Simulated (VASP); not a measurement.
A run of VASP 6.6.1:

The input INCAR:

```
  PREC = Accurate
  ENCUT = 520
  EDIFF = 1E-6
  ISMEAR = 0
  SIGMA = 0.05
  LREAL = Auto
  LASPH = T
  NELM = 60
  ALGO = Normal
  ISIF = 2
  LWAVE = F
  LCHARG = T
  GGA = PS
  LELF = T
  LVHAR = T
  NBANDS = 86
```

File KPOINTS:

```
Automatic mesh
0
Gamma
  3 3 3
```

File POSCAR:

```
CrGa7Sb8
1.0
    0.0000000000      6.1180000000      6.1180000000
    6.1180000000      0.0000000000      6.1180000000
    6.1180000000      6.1180000000      0.0000000000
Cr Ga Sb
1 7 8
Direct
    0.0010533357      0.0000009074      0.9990679240
    0.0033466132      0.0011448898      0.4970836996
    0.0032566270      0.4976520480      0.0011971867
    0.0030309928      0.4981286775      0.4974581551
    0.4999644304      0.0011479733      0.0010413025
    0.4989466881      0.0016780725      0.4976960188
    0.4993660384      0.4979114821      0.0009568121
    0.5017900508      0.4993230904      0.4990949373
    0.1271291453      0.1248997006      0.1244448664
    0.1262536252      0.1254149386      0.6227262773
    0.1265515795      0.6236514802      0.1246635761
    0.1258602700      0.6246568745      0.6246097502
    0.6246987749      0.1251436711      0.1250526182
    0.6268235010      0.1234528716      0.6245277584
    0.6268082796      0.6246967244      0.1232632179
    0.6264768039      0.6251349995      0.6244963327
```

Potentials or basis: VASP PAW PBE potentials, release 64 (Cr_pv, Ga_d, Sb).

The run is started by

```bash
$ cat potpaw_PBE.64/Cr_pv/POTCAR potpaw_PBE.64/Ga_d/POTCAR potpaw_PBE.64/Sb/POTCAR > POTCAR
$ mpirun -np 1 vasp_std > vasp.out
```

Hardware: 1 thread of Intel(R) Xeon(R) Platinum 8259CL CPU @ 2.50GHz (Skylake/Cascade Lake), with other jobs on the host.

**Question.** Estimate the wall time of this run.

**Answer.** Run time: 26 min on 1 thread of Intel(R) Xeon(R) Platinum 8259CL CPU @ 2.50GHz (Skylake/Cascade Lake), on a shared host, peak memory 0.76 GiB. Counts: scf iterations 22, k points 14.
